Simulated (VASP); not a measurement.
Write the native input for VASP 6.6.1 that does the following.

* Task: single point
* Functional: PBE
* Potentials or basis: VASP PAW PBE potentials, release 64 (Pd, S)
* Cutoff: 520 eV
* k mesh: 6 × 6 × 1
* Occupations: gaussian, width 0.1 eV
* Spin: no spin polarisation
* Dipole correction: yes
* Further INCAR settings: ALGO = Normal; EDIFF = 1e-06; NBANDS = 75

The structure of Pd12S lies in POSCAR:

```
Pd12S
1.0
    5.5751887913      0.0000000000      0.0000000000
   -2.7875943957      4.8282551242      0.0000000000
    0.0000000000      0.0000000000     20.0521225866
Pd S
12 1
Direct
    0.3333333333      0.1666666667      0.1994801290
    0.3333333334      0.6666666667      0.1994801290
    0.8333333334      0.1666666667      0.1994801290
    0.8333333333      0.6666666667      0.1994801290
    0.1666666667      0.3333333333      0.3129873791
    0.1666666667      0.8333333333      0.3129873791
    0.6666666666      0.3333333333      0.3129873791
    0.6666666666      0.8333333333      0.3129873791
    0.0000000000      0.0000000000      0.4264946292
    0.0000000000      0.5000000000      0.4264946292
    0.5000000000      0.0000000000      0.4264946292
    0.5000000000      0.5000000000      0.4264946292
    0.0833333334      0.1666666667      0.5231960173
```

These files were run (other wordings do the same):

INCAR

```
ALGO = Normal ; DIPOL = 0.5 0.5 0.329
EDIFF = 1E-6 ; ENCUT = 520
GGA = PE ; IDIPOL = 3
ISIF = 2 ; ISMEAR = 0
LASPH = True ; LCHARG = False
LDIPOL = True ; LREAL = False
LWAVE = False ; NBANDS = 75
NELM = 60 ; PREC = Accurate
SIGMA = 0.1
```

KPOINTS

```
k-points
0
Gamma
  6 6 1
```

Potentials or basis: VASP PAW PBE potentials, release 64 (Pd, S).

Command:

```console
$ cat potpaw_PBE.64/Pd/POTCAR potpaw_PBE.64/S/POTCAR > POTCAR
$ mpirun -np 1 vasp_std > vasp.out
```

It gave:

- Largest force: 1.498 eV/Å
- Band gap on the k mesh: zero (bands 63 and 64 overlap by 0.40 eV)

It took 16 min on 1 thread of Intel(R) Xeon(R) 6975P-C (Granite Rapids), on a shared host, peak memory 0.75 GiB.
